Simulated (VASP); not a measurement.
A run of VASP 6.6.1:

Contents of INCAR:

```
PREC     = Accurate       # precision mode
ENCUT    = 600            # plane-wave cutoff, eV
EDIFF    = 1E-7           # SCF threshold, eV
ISMEAR   = 0              # smearing method
SIGMA    = 0.1            # smearing width, eV
LREAL    = F              # projectors in reciprocal space
LASPH    = T              # aspherical terms in the spheres
NELM     = 80             # most SCF steps
ALGO     = Normal         # electronic algorithm
ISIF     = 3              # what is computed and relaxed
LWAVE    = F              # write WAVECAR
LCHARG   = F              # write CHGCAR
GGA      = PE             # functional
IBRION   = 2              # ionic algorithm
NSW      = 100            # ionic steps
EDIFFG   = -0.01          # ionic threshold
```

The input KPOINTS:

```
Automatic mesh
0
Gamma
  12 12 8
```

Contents of POSCAR:

```
Si2Sb2Se
1.0
    4.9893135246      0.0000000000      0.0000000000
   -2.4946567623      4.3208722597      0.0000000000
    0.0000000000      0.0000000000      5.6331588542
Si Sb Se
2 2 1
Direct
    0.3333333333      0.6666666667      0.0000000000
    0.6666666667      0.3333333333      0.0000000000
    0.3333333333      0.6666666667      0.5000000000
    0.6666666667      0.3333333333      0.5000000000
    0.0000000000      0.0000000000      0.0000000000
```

Potentials or basis: VASP PAW PBE potentials, release 64 (Si, Sb, Se).

Launch:

```console
$ cat potpaw_PBE.64/Si/POTCAR potpaw_PBE.64/Sb/POTCAR potpaw_PBE.64/Se/POTCAR > POTCAR
$ mpirun -np 1 vasp_std > vasp.out
```

Hardware: 1 thread of AMD EPYC 7R13, with other jobs on the host.

Q: How long does it take, and how much memory?

A: Run time: 17 min on 1 thread of AMD EPYC 7R13, with other jobs on the host, peak memory 0.43 GiB. Counts: scf iterations 38, k points 95, ion steps 5.
